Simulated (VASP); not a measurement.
BN, 2 atoms in the cell. It takes space group F-43m (No. 216, cubic). Conventional cell: a = 3.537 Å, b = 3.537 Å, c = 3.537 Å, α = 90.00°, β = 90.00°, γ = 90.00°. B (site symmetry -43m) has 4 N at 1.53 Å within 2.0 Å. N (site symmetry -43m) has 4 B at 1.53 Å within 2.0 Å.  This cell differs from its parent crystal: strain -2.0%.

| Quantity | Value |
| --- | --- |
| Program | VASP 6.6.1 |
| Task | dielectric tensor |
| Functional | r2SCAN |
| Potentials or basis | VASP PAW PBE potentials, release 64 (B, N) |
| Cutoff | 520 eV |
| k mesh | 10 × 10 × 10 |
| Occupations | gaussian, width 0.01 eV |
| Spin | no spin polarisation |
| Dipole correction | no |
| Further INCAR settings | ALGO = Normal; EDIFF = 1e-08 |

Potentials or basis: VASP PAW PBE potentials, release 64 (B, N).

Launch:

```sh
$ cat potpaw_PBE.64/B/POTCAR potpaw_PBE.64/N/POTCAR > POTCAR
$ mpirun -np 1 vasp_std > vasp.out
```

Hardware: 1 thread of Intel(R) Xeon(R) 6975P-C (Granite Rapids) (shared host).

Task: Estimate the wall time of this run.

Result: Wall time 9.2 min on 1 thread of Intel(R) Xeon(R) 6975P-C (Granite Rapids), on a shared host, peak memory 0.23 GiB. Counts: scf iterations 61, k points 47.
